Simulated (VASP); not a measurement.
## V: relaxation of cell and atoms with PBEsol

V:

```xyz
1
Lattice="-1.4758 1.4758 1.4758 1.4758 -1.4758 1.4758 1.4758 1.4758 -1.4758" Properties=species:S:1:pos:R:3 pbc="T T T"
V     0.0000    0.0000    0.0000
```

```yaml
Program: VASP 6.6.1
Task: relaxation of cell and atoms
Functional: PBEsol
Potentials_or_basis: VASP PAW PBE potentials, release 64 (V_sv)
Cutoff: 600 eV
k_mesh: 20 × 20 × 20
Occupations: gaussian, width 0.1 eV
Spin: no spin polarisation
Dipole_correction: no
Further_INCAR_settings: ALGO = Fast; EDIFF = 1e-07; IBRION = 2; EDIFFG = -0.01; NSW = 80; ISIF = 3
```

* Relaxed volume: 12.96 Å³/atom
* Relaxed cell: a = 2.563 Å, b = 2.563 Å, c = 2.563 Å, α = 109.47°, β = 109.47°, γ = 109.47°
* Space group after relaxing (to 0.1 Å): Im-3m (No. 229)
* Energy gained by relaxing: 0.6 meV/atom
* Ionic steps: 3
* Pressure after relaxing: 0.0 GPa
* Band gap on the k mesh: zero (an odd number of electrons rules out a gap without spin polarisation)

The path:
| step | energy change (eV) | largest force (eV/Å) | pressure (GPa) | volume (Å³) |
| --- | --- | --- | --- | --- |
| 1 | 0.0000 | 0.0000 | 1.59 | 12.86 |
| 2 | 0.0002 | 0.0000 | -1.95 | 13.09 |
| 3 | -0.0006 | 0.0000 | 0.00 | 12.96 |

Final structure:
```
CELL_PARAMETERS angstrom
-1.47991 1.47991 1.47991
1.47991 -1.47991 1.47991
1.47991 1.47991 -1.47991
ATOMIC_POSITIONS crystal
V 0.00000 0.00000 0.00000
```

Levels at points of the mesh, in eV from the Fermi level:
| k point | band 4 | band 5 | band 6 | band 7 | band 8 | band 9 | band 10 |
| --- | --- | --- | --- | --- | --- | --- | --- |
| (0.00, 0.00, 0.00) | -36.77 | -6.67 | 0.42 | 0.42 | 0.42 | 2.53 | 2.53 |
| (0.50, 0.00, 0.00) | -36.77 | -3.31 | -1.21 | 1.79 | 2.54 | 2.91 | 4.35 |
| (0.50, 0.50, 0.50) | -37.46 | -3.18 | -3.18 | 3.94 | 3.94 | 3.94 | 10.55 |

Wall time 45 s on 1 thread of AMD EPYC 9R45 96-Core Processor (Zen 5) (shared host), peak memory 0.13 GiB.

Caveat: the PAW data sets were made with another functional, which shifts forces and pressure a little.
